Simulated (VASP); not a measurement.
# MgO in VASP: notebook, part 2 of 2

VASP 6.6.1. The steps go on from the part before.

### 3 Single point, r2SCAN (uniaxial y strain +1.5%)

Contents of POSCAR:

```
MgO
1.0
    0.0000000000      2.1334903292      2.1021680256
    2.1021680256      0.0000000000      2.1021680256
    2.1021680256      2.1334903292      0.0000000000
Mg O
1 1
Direct
    0.0000000000      0.0000000000      0.0000000000
    0.5000000000      0.5000000000      0.5000000000
```

Contents of INCAR.step1:

```
SYSTEM = MgO
PREC = Accurate
ENCUT = 920
ISMEAR = 0
SIGMA = 0.01
LREAL = .FALSE.
LASPH = .TRUE.
NELM = 120
NBANDS = 15
GGA = PE
ALGO = Normal
EDIFF = 1E-5
LWAVE = .TRUE.
LCHARG = .FALSE.
GGA_COMPAT = .FALSE.
```

Contents of INCAR.step2:

```
SYSTEM = MgO
PREC = Accurate
ENCUT = 920
EDIFF = 1E-6
ISMEAR = 0
SIGMA = 0.01
LREAL = .FALSE.
LASPH = .TRUE.
NELM = 120
ALGO = Normal
ISIF = 2
LWAVE = .FALSE.
LCHARG = .FALSE.
METAGGA = R2SCAN
LMIXTAU = .TRUE.
NBANDS = 15
ISTART = 1
GGA_COMPAT = .FALSE.
```

Contents of KPOINTS:

```
Automatic mesh
0
G
  10 10 10
  0 0 0
```

Potentials or basis: VASP PAW PBE potentials, release 64 (Mg_sv, O).

Run with:

```console
$ cat potpaw_PBE.64/Mg_sv/POTCAR potpaw_PBE.64/O/POTCAR > POTCAR
$ cp INCAR.step1 INCAR
$ mpirun -np 1 vasp_std > vasp.out
$ cp INCAR.step2 INCAR
$ mpirun -np 1 vasp_std > vasp.out
```

OUTCAR:

```text
SYSTEM = MgO
   PREC = Accurate
   ENCUT = 920
   EDIFF = 1E-6
   ISMEAR = 0
   LREAL = .FALSE.
   LASPH = .TRUE.
   NELM = 120
   ISIF = 2
   METAGGA = R2SCAN
   ISTART = 1

 ion  position               nearest neighbor table
   1  0.000  0.000  0.000-   2 2.10   2 2.10   2 2.10   2 2.10
   2  0.500  0.500  0.500-   1 2.10   1 2.10   1 2.10   1 2.10

  LATTYP: Found a body centered tetragonal cell.
 ALAT       =     2.9729145322
 C/A-ratio  =     1.4352853445

  Lattice vectors:

 A1 = (   0.0000000000,  -2.1334903292,   2.1021680256)
 A2 = (   0.0000000000,  -2.1334903292,  -2.1021680256)
 A3 = (   2.1021680256,   2.1334903292,   0.0000000000)

Analysis of symmetry for initial positions (statically):
=====================================================================
 Subroutine PRICEL returns:
 Original cell was already a primitive cell.

 Routine SETGRP: Setting up the symmetry group for a
 body centered tetragonal supercell.

 Subroutine GETGRP returns: Found 16 space group operations
 (whereof 16 operations were pure point group operations)
 out of a pool of 16 trial point group operations.

The static configuration has the point symmetry D_4h.

Analysis of symmetry for dynamics (positions and initial velocities):
[... 172 lines left out ...]
      4     -37.6484      2.00000
      5     -15.7005      2.00000
      6       2.4298      2.00000
      7       2.4298      2.00000
      8       2.4609      2.00000
      9       7.9911      0.00000
     10      19.1452      0.00000
     11      19.3026      0.00000
     12      19.3026      0.00000
     13      23.3290      0.00000
     14      24.9060      0.00000
[... 401 lines left out ...]
      2     -37.7060      2.00000
      3     -37.6790      2.00000
      4     -37.6713      2.00000
      5     -14.5023      2.00000
      6      -1.0859      2.00000
      7       1.1258      2.00000
      8       1.3434      2.00000
      9      12.9675      0.00000
     10      13.5246      0.00000
     11      17.2584      0.00000
     12      21.7673      0.00000
     13      22.0792      0.00000
     14      28.6002      0.00000
     15      30.8935      0.00000

 [... further k-points ...]
[... 5 lines left out ...]
  --------------------------------------------------------------------------------------
  -------------------------------------------------------------------------------------
  Total       -0.0982771     -0.4352682     -0.0982771      0.0000000      0.0000000      0.0000000
  in kB       -8.3504000    -36.9838384     -8.3504000      0.0000000      0.0000000      0.0000000
  external PRESSURE =     -17.8948795 kB  Pullay stress =       0.0000000 kB

 VOLUME and BASIS-vectors are now :
 -----------------------------------------------------------------------------
  energy-cutoff  :      920.00
  volume of cell :       18.86
      direct lattice vectors                 reciprocal lattice vectors
     0.000000000  2.133490329  2.102168026    -0.237849684  0.234357753  0.237849684
     2.102168026  0.000000000  2.102168026     0.237849684 -0.234357753  0.237849684
     2.102168026  2.133490329  0.000000000     0.237849684  0.234357753 -0.237849684

 POSITION                                       TOTAL-FORCE (eV/Angst)
 -----------------------------------------------------------------------------------
      0.00000      0.00000      0.00000         0.000000      0.000000     -0.000000
      2.10217      2.13349      2.10217        -0.000000      0.000000      0.000000
 -----------------------------------------------------------------------------------
    total drift:                                0.000000      0.000000      0.000000

  FREE ENERGIE OF THE ION-ELECTRON SYSTEM (eV)
  ---------------------------------------------------
  free  energy   TOTEN  =       -16.1522045796 eV

  energy  without entropy=      -16.1522045796  energy(sigma->0) =      -16.15220458
```

OUTCAR.step1:

```text
SYSTEM = MgO
   PREC = Accurate
   ENCUT = 920
   ISMEAR = 0
   LREAL = .FALSE.
   LASPH = .TRUE.
[... 655 lines left out ...]
      0.00000      0.00000      0.00000        -0.000000      0.000000      0.000000
      2.10217      2.13349      2.10217         0.000000      0.000000     -0.000000
 -----------------------------------------------------------------------------------
    total drift:                                0.000000      0.000000      0.000000

  FREE ENERGIE OF THE ION-ELECTRON SYSTEM (eV)
  ---------------------------------------------------
  free  energy   TOTEN  =       -11.8768093830 eV

  energy  without entropy=      -11.8768093830  energy(sigma->0) =      -11.87680938
```

Run time: 3.9 min. Hardware: 1 thread of Intel Xeon Platinum 8259CL at 2.50GHz (Skylake/Cascade Lake), shared host; peak memory 0.21 GiB.

What came out:

* Free energy: -16.1522 eV
* Pressure: -1.8 GPa
* Band gap on the k mesh: 5.53 eV

Stress tensor (GPa, compression positive):
```
-0.84  0.00  0.00
 0.00 -3.70  0.00
 0.00  0.00 -0.84
```

Caveat: the cell differs from its parent crystal (uniaxial y strain +1.5%); the PAW data sets were made with another functional, which shifts forces and pressure a little.

### 4 How close it comes

Step 2. A measured gap of MgO is 7.83 eV (quoted in “Electronic structure of alkaline earth and post-transition metal oxides”, 2009, arxiv:0908.1581); the calculated 5.70 eV misses it by -2.13 eV. The value is that of r2SCAN, without temperature or zero-point motion.
